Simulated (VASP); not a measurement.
Runs of VASP 6.6.1 on MnSi. The structure is that of space group Pm-3m (No. 221), or close to it. The cells are those of the table. 

```tsv
task	level	cell	k mesh	cutoff (eV)	grid for exact exchange (PRECFOCK)	share of exact exchange	screening parameter	gap on the mesh (eV)	pressure (GPa)	moment (μB)
single point	PBE	a = 3.031 Å, 2 atoms	9 × 9 × 9	520	-	-	-	none	-29.0	0.91
single point	PBE	a = 3.093 Å, 2 atoms	9 × 9 × 9	520	-	-	-	none	(a)	(c)
single point	PBE	a = 3.072 Å, 2 atoms	9 × 9 × 9	520	-	-	-	none	-17.7	2.52
relaxation of cell and atoms	PBE-based screened hybrid	relaxed from a = 3.072 Å, 2 atoms	5 × 5 × 5	600	Normal	0.25	0.3 1/Å	none	0.0	(d)
single point	PBE	a = 3.052 Å, 2 atoms	9 × 9 × 9	520	-	-	-	none	(b)	1.85
single point	PBE	a = 3.009 Å, 2 atoms	9 × 9 × 9	520	-	-	-	none	-27.7	0.88
```

Alike in all rows: potentials or basis VASP PAW PBE potentials, release 64 (Mn_pv, Si); spin collinear, ferromagnetic start; smearing fermi-dirac 0.05 eV.

Question: Estimate the missing entries.

Answer: (a) -18.5; (b) -22.9; (c) 2.58; (d) 3.88.

Caveats: some runs use coarse meshes; the moment fell far below its start of 4 μB, so a state of higher moment may lie lower in energy (some runs); the PAW data sets were made with another functional, which shifts forces and pressure a little (some runs).

A gap of «none» marks levels without a gap at the run's occupations.
